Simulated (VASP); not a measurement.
The system is Rh.

```
Rh
1.0
     2.73098    0.00000    0.00000
    -1.36549    2.36510    0.00000
     0.00000    0.00000    4.42849
Rh
2
Direct
  0.66667 0.33333 0.75000
  0.33333 0.66667 0.25000
```

```yaml
Program: VASP 6.6.1
Task: relaxation of cell and atoms
Functional: PBEsol
Dispersion: D3(BJ)
Potentials_or_basis: VASP PAW PBE potentials, release 64 (Rh_pv)
Cutoff: 600 eV
k_mesh: 14 × 14 × 8
Occupations: methfessel-paxton, width 0.1 eV
Spin: no spin polarisation
```

At the start: pressure -20.6 GPa; volume 14.30 Å³/atom.

Q: Where does the relaxation end?

A: Over 5 steps the energy falls by 76.0 meV/atom and the volume is 13.21 Å³/atom (-7.6 %); space group P6_3/mmc (No. 194, to 0.05 Å).

The path:
```csv
step,energy change (eV),largest force (eV/Å),pressure (GPa),volume (Å³)
1,0.0000,0.0000,-20.61,28.60
2,1.1328,0.0000,104.87,21.64
3,-0.1511,0.0000,-1.84,26.58
4,-0.1519,0.0000,-0.51,26.47
5,-0.1520,0.0000,0.01,26.43
```

Final structure:
```
Rh
1.0
     2.66114    0.00000    0.00000
    -1.33057    2.30461    0.00000
     0.00000    0.00000    4.30894
Rh
2
Direct
  0.66667 0.33333 0.75000
  0.33333 0.66667 0.25000
```

Caveat: the PAW data sets were made with another functional, which shifts forces and pressure a little; pairwise dispersion overbinds metals, which lowers pressure and volume.
